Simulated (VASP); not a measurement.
Here is a VASP 6.6.1 calculation.

Contents of INCAR:

```
ALGO = Normal
EDIFF = 1E-6
ENCUT = 520
GGA = PE
ISIF = 2
ISMEAR = -1
LASPH = T
LCHARG = F
LREAL = F
LWAVE = F
NBANDS = 12
NELM = 80
PREC = Accurate
SIGMA = 0.05
```

KPOINTS

```
k-points
0
Gamma
  7 7 8
```

POSCAR

```
SiF
1.0
    3.0286000000      0.0000000000      0.0000000000
    0.0000000000      3.0286000000      0.0000000000
    0.0000000000      0.0000000000      2.9680280000
Si F
1 1
Direct
    0.5000000000      0.5000000000      0.5000000000
    0.0000000000      0.0000000000      0.0000000000
```

Potentials or basis: VASP PAW PBE potentials, release 64 (Si, F).

Launch:

```console
$ cat potpaw_PBE.64/Si/POTCAR potpaw_PBE.64/F/POTCAR > POTCAR
$ mpirun -np 1 vasp_std > vasp.out
```

Problem. Predict the pressure.

Solution. 1.2 GPa.

Stress tensor (GPa, compression positive):
```
 2.56  0.00  0.00
 0.00  2.56  0.00
 0.00  0.00 -1.57
```

Caveat: an odd number of electrons without spin polarisation forces a metal; a magnetic or distorted state may lie lower.
